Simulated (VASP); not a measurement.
# TiSi (F-43m) in VASP: notebook, part 2 of 2

VASP 6.6.1.

### Step 4. Relaxation of cell and atoms, r2SCAN

This run uses another cell than the first one, of 19.32 Å³/atom.

File POSCAR:

```
TiSi
1.0
    0.0000000000      2.6833419606      2.6833419606
    2.6833419606      0.0000000000      2.6833419606
    2.6833419606      2.6833419606      0.0000000000
Ti Si
1 1
Direct
    0.0000000000      0.0000000000      0.0000000000
    0.2500000000      0.2500000000      0.2500000000
```

File INCAR.step1:

```
ALGO     = Normal         # electronic algorithm
EDIFF    = 1E-4           # SCF threshold, eV
ENCUT    = 600            # plane-wave cutoff, eV
GGA      = PE             # functional
ISMEAR   = 0              # smearing method
LASPH    = True           # aspherical terms in the spheres
LCHARG   = False          # write CHGCAR
LREAL    = False          # projectors in reciprocal space
LWAVE    = True           # write WAVECAR
NELM     = 60             # most SCF steps
PREC     = Accurate       # precision mode
SIGMA    = 0.1            # smearing width, eV
```

File INCAR.step2:

```
ALGO     = Normal         # electronic algorithm
EDIFF    = 1E-6           # SCF threshold, eV
EDIFFG   = -0.05          # ionic threshold
ENCUT    = 600            # plane-wave cutoff, eV
IBRION   = 2              # ionic algorithm
ISIF     = 3              # what is computed and relaxed
ISMEAR   = 0              # smearing method
ISTART   = 1            
LASPH    = True           # aspherical terms in the spheres
LCHARG   = False          # write CHGCAR
LMIXTAU  = True         
LREAL    = False          # projectors in reciprocal space
LWAVE    = False          # write WAVECAR
METAGGA  = R2SCAN         # meta-GGA
NELM     = 60             # most SCF steps
NSW      = 100            # ionic steps
PREC     = Accurate       # precision mode
SIGMA    = 0.1            # smearing width, eV
```

File KPOINTS:

```
k-points
0
Gamma
  6 6 6
```

Potentials or basis: VASP PAW PBE potentials, release 64 (Ti_sv, Si).

The run is started by

```sh
cat potpaw_PBE.64/Ti_sv/POTCAR potpaw_PBE.64/Si/POTCAR > POTCAR
cp INCAR.step1 INCAR
mpirun -np 1 vasp_std > vasp.out
cp INCAR.step2 INCAR
mpirun -np 1 vasp_std > vasp.out
```

OUTCAR:

```text
EDIFF = 1E-6
   EDIFFG = -0.05
   ENCUT = 600
   IBRION = 2
   ISIF = 3
   ISMEAR = 0
   ISTART = 1
   LASPH = True
   LREAL = False
   METAGGA = R2SCAN
   NELM = 60
   NSW = 100
   PREC = Accurate

 ion  position               nearest neighbor table
   1  0.000  0.000  0.000-   2 2.32   2 2.32   2 2.32   2 2.32
   2  0.250  0.250  0.250-   1 2.32   1 2.32   1 2.32   1 2.32

  LATTYP: Found a face centered cubic cell.
 ALAT       =     5.3666839212

  Lattice vectors:

 A1 = (   0.0000000000,   2.6833419606,   2.6833419606)
 A2 = (   2.6833419606,   0.0000000000,   2.6833419606)
 A3 = (   2.6833419606,   2.6833419606,   0.0000000000)

Analysis of symmetry for initial positions (statically):
=====================================================================
 Subroutine PRICEL returns:
 Original cell was already a primitive cell.

 Routine SETGRP: Setting up the symmetry group for a
 face centered cubic supercell.

 Subroutine GETGRP returns: Found 24 space group operations
 (whereof 24 operations were pure point group operations)
 out of a pool of 48 trial point group operations.

The static configuration has the point symmetry T_d .

Analysis of symmetry for dynamics (positions and initial velocities):
=====================================================================
 Subroutine PRICEL returns:
 Original cell was already a primitive cell.

 Routine SETGRP: Setting up the symmetry group for a
 face centered cubic supercell.

 Subroutine GETGRP returns: Found 24 space group operations
 (whereof 24 operations were pure point group operations)
 out of a pool of 48 trial point group operations.

The dynamic configuration has the point symmetry T_d .

 Subroutine INISYM returns: Found 24 space group operations
 (whereof 24 operations are pure point group operations),
 and found     1 'primitive' translations

----------------------------------------------------------------------------------------

                                     Primitive cell

  volume of cell :      38.6419

[... 72 lines left out ...]
   ICHARG =      0    charge: 1-file 2-atom 10-const
   ISPIN  =      1    spin polarized calculation?
   LNONCOLLINEAR =      F non collinear calculations
   LSORBIT =      F    spin-orbit coupling
   LASPH  =      T    aspherical Exc in radial PAW
   ENCUT  =  600.0 eV  44.10 Ry    6.64 a.u.   7.58  7.58  7.58*2*pi/ulx,y,z
   NELM   =     60;   NELMIN=  2; NELMDL=  0     # of ELM steps
   EDIFF  = 0.1E-05   stopping-criterion for ELM
   LREAL  =      F    real-space projection
   EDIFFG = -.5E-01   stopping-criterion for IOM
   NSW    =    100    number of steps for IOM
   IBRION =      2    ionic relax: 0-MD 1-quasi-New 2-CG
   NFREE  =      1    steps in history (QN), initial steepest desc. (CG)
   ISIF   =      3    stress and relaxation
   ISYM   =      2    0-nonsym 1-usesym 2-fastsym
   POTIM  = 0.5000    time-step for ionic-motion
   TEBEG  =    0.0;   TEEND  =   0.0 temperature during run
   PSTRESS=    0.0 pullay stress
   NELECT =      16.0000    total number of electrons
   NUPDOWN=      -1.0000    fix difference up-down
   EMIN   =  10.00;   EMAX   =-10.00  energy-range for DOS
   EFERMI =   0.00;   METHOD = LEGACY
   ISMEAR =     0;   SIGMA  =   0.10  broadening in eV -4-tet -1-fermi 0-gaus
   EFERMI_NEDOS =   21; number of points for ismear=-14 and -15
   IALGO  =     38    algorithm
   IMIX   =      4    mixing-type and parameters
     AMIX     =   0.40;   BMIX     =  1.00
     AMIX_MAG =   1.60;   BMIX_MAG =  1.00
  volume/ion in A,a.u.               =      19.32       130.38
  Fermi-wavevector in a.u.,A,eV,Ry     =   1.220194  2.305832 20.257345  1.488873
  Thomas-Fermi vector in A             =   2.355420
   LORBIT       =      0    0 simple, 1 ext, 2 COOP (PROOUT), +10 PAW based schemes
   METAGGA = R2SCAN    functional components
   LHFCALC =     F    Hartree Fock is set to
   AEXX    =    0.0000 exact exchange contribution
   IVDW    =     0    specifies the selected vdW correction
   LEPSILON=     F    determine dielectric tensor
   LRPA    =     F    only Hartree local field effects (RPA)
 conjugate gradient relaxation of ions
 non-spin polarized calculation
 Gauss-broadening in eV      SIGMA  =   0.10
  energy-cutoff  :      600.00
  volume of cell :       38.64
 maximum number of plane-waves:      1308
   NGX = 15   NGY = 15   NGZ = 15

--------------------------------------- Ionic step        1  -------------------------------------------

 number of electron      16.0000003 magnetization

 Free energy of the ion-electron system (eV)
  ---------------------------------------------------
  ext. energy  EPLUGINS =         0.00000000
  ---------------------------------------------------
  free energy    TOTEN  =       -20.01142823 eV

  energy without entropy =      -20.00885888  energy(sigma->0) =      -20.01014355

 E-fermi :   5.8548     XC(G=0): -10.7055

 val. band max:        5.7048413011   @ k =   0.5000   0.5000   0.0000
 cond. band min:       5.8748161377   @ k =   0.5000   0.5000   0.0000
 fundamental gap:      0.1699748365
 Fermi energy:         5.8547741676
[... 556 lines left out ...]
--------------------------------------- Ionic step        3  -------------------------------------------

 number of electron      15.9999995 magnetization

 Free energy of the ion-electron system (eV)
  ---------------------------------------------------
  ext. energy  EPLUGINS =         0.00000000
  ---------------------------------------------------
  free energy    TOTEN  =       -20.59317258 eV

  energy without entropy =      -20.59294512  energy(sigma->0) =      -20.59305885

 E-fermi :   3.9307     XC(G=0):  -9.6336

 val. band max:        3.7658282805   @ k =   0.5000   0.5000   0.0000
 cond. band min:       4.1140554123   @ k =  -0.3333   0.5000   0.1667
 fundamental gap:      0.3482271318
 Fermi energy:         3.9306692216
[... 267 lines left out ...]
  FREE ENERGIE OF THE ION-ELECTRON SYSTEM (eV)
  ---------------------------------------------------
  free  energy   TOTEN  =       -20.5931725762 eV

  energy  without entropy=      -20.5929451209  energy(sigma->0) =      -20.59305885

 reached required accuracy - stopping structural energy minimisation
```

Run time: 2.6 min. Hardware: 1 thread of Intel Xeon 8259CL, shared host; peak memory 0.18 GiB.

Results:

| Property | Result |
| --- | --- |
| Free energy | -20.5932 eV |
| Relaxed volume | 24.33 Å³/atom |
| Relaxed cell | a = 4.098 Å, b = 4.098 Å, c = 4.098 Å, α = 60.00°, β = 60.00°, γ = 60.00° |
| Space group after relaxing (to 0.1 Å) | F-43m (No. 216) |
| Energy gained by relaxing | 290.9 meV/atom |
| Ionic steps | 3 |
| Pressure after relaxing | 0.0 GPa |
| Band gap on the k mesh | 0.35 eV (least direct gap 0.37 eV) |

The path:
```
step  energy change (eV)  largest force (eV/Å)  pressure (GPa)  volume (Å³)
   1              0.0000                0.0000           21.79        38.64
   2             -0.4266                0.0000           -6.77        55.28
   3             -0.5817                0.0000           -0.04        48.66
```

Final structure:
```yaml
crystal:
  lattice:
    - [0.00000, 2.89766, 2.89766]
    - [2.89766, 0.00000, 2.89766]
    - [2.89766, 2.89766, 0.00000]
  atoms:
    - { symbol: Ti, position: [0.00000, 0.00000, 0.00000] }
    - { symbol: Si, position: [0.25000, 0.25000, 0.25000] }
```

Levels at points of the mesh, in eV from the valence-band top:
```tsv
k point	band 6	band 7	band 8	band 9	band 10	band 11
(0.00, 0.00, 0.00)	-0.94	-0.94	-0.94	1.46	1.46	6.42
(0.50, 0.00, 0.00)	-2.52	-0.63	-0.63	1.65	1.65	1.71
(0.50, 0.50, 0.00)	-2.55	0.00	0.00	0.37	2.03	2.03
```

Caveat: the volume moved by over 15 % at a fixed basis, so the end points are rough; the PAW data sets were made with another functional, which shifts forces and pressure a little. A k mesh can miss the band edges.

### Step 5. Relaxation of cell and atoms, r2SCAN

File POSCAR:

```
TiSi
1.0
    0.0000000000      2.8948783453      2.8948783453
    2.8948783453      0.0000000000      2.8948783453
    2.8948783453      2.8948783453      0.0000000000
Ti Si
1 1
Direct
    0.0000000000      0.0000000000      0.0000000000
    0.2500000000      0.2500000000      0.2500000000
```

File INCAR.step1:

```
PREC = Accurate
ENCUT = 600
ISMEAR = 0
SIGMA = 0.02
LREAL = F
LASPH = T
NELM = 60
GGA = PE
ALGO = Normal
EDIFF = 1E-4
LWAVE = T
LCHARG = F
```

File INCAR.step2:

```
PREC = Accurate
ENCUT = 600
EDIFF = 1E-6
ISMEAR = 0
SIGMA = 0.02
LREAL = F
LASPH = T
NELM = 60
ALGO = Normal
ISIF = 3
LWAVE = F
LCHARG = F
METAGGA = R2SCAN
LMIXTAU = T
IBRION = 2
NSW = 100
EDIFFG = -0.01
ISTART = 1
```

File KPOINTS:

```
Automatic mesh
0
Gamma
  10 10 10
```

The run is started by

```sh
cat potpaw_PBE.64/Ti_sv/POTCAR potpaw_PBE.64/Si/POTCAR > POTCAR
cp INCAR.step1 INCAR
mpirun -np 1 vasp_std > vasp.out
cp INCAR.step2 INCAR
mpirun -np 1 vasp_std > vasp.out
```

Wall time 5.4 min (1 thread of Intel Xeon 8259CL, shared host); peak memory 0.25 GiB.

Results (log left out):

```
Free energy                           : -20.5946 eV
Relaxed volume                        : 24.33 Å³/atom
Relaxed cell                          : a = 4.098 Å, b = 4.098 Å, c = 4.098 Å, α = 60.00°, β = 60.00°, γ = 60.00°
Space group after relaxing (to 0.1 Å) : F-43m (No. 216)
Energy gained by relaxing             : 0.0 meV/atom
Ionic steps                           : 3
Pressure after relaxing               : 0.0 GPa
Band gap on the k mesh                : 0.35 eV (least direct gap 0.37 eV)
```

Final structure:
```
Ti Si
1.0
     0.00000    2.89767    2.89767
     2.89767    0.00000    2.89767
     2.89767    2.89767    0.00000
Ti Si
1 1
Direct
  0.00000 0.00000 0.00000
  0.25000 0.25000 0.25000
```

Levels at points of the mesh, in eV from the valence-band top:
```tsv
k point	band 6	band 7	band 8	band 9	band 10	band 11
(0.00, 0.00, 0.00)	-0.94	-0.94	-0.94	1.46	1.46	6.42
(0.50, 0.00, 0.00)	-2.52	-0.63	-0.63	1.65	1.65	1.71
(0.50, 0.50, 0.00)	-2.56	0.00	0.00	0.37	2.03	2.03
```

Caveat: the PAW data sets were made with another functional, which shifts forces and pressure a little. A k mesh can miss the band edges.

### Step 6. Overview

| task | cell | k mesh | cutoff (eV) | smearing | gap on the mesh (eV) | pressure (GPa) | relaxed volume (Å³/atom) |
| --- | --- | --- | --- | --- | --- | --- | --- |
| single point | a = 4.094 Å, angles 60.0°, 2 atoms | 6 × 6 × 6 | 520 | gaussian 0.1 eV | 0.34 | 0.1 | - |
| single point | a = 4.097 Å, angles 60.0°, 2 atoms | 10 × 10 × 10 | 520 | gaussian 0.02 eV | 0.34 | 0.1 | - |
| relaxation of cell and atoms | relaxed from a = 3.795 Å, angles 60.0°, 2 atoms | 6 × 6 × 6 | 600 | gaussian 0.1 eV | 0.35 | 0.0 | 24.33 |
| relaxation of cell and atoms | relaxed from a = 4.094 Å, angles 60.0°, 2 atoms | 10 × 10 × 10 | 600 | gaussian 0.02 eV | 0.35 | 0.0 | 24.33 |

Alike in all rows: level r2SCAN; potentials or basis VASP PAW PBE potentials, release 64 (Ti_sv, Si); no spin polarisation.

Caveats: the PAW data sets were made with another functional, which shifts forces and pressure a little; the volume moved by over 15 % at a fixed basis, so the end points are rough (at least some runs).

Absolute energies hang on the potentials; compare differences alone.
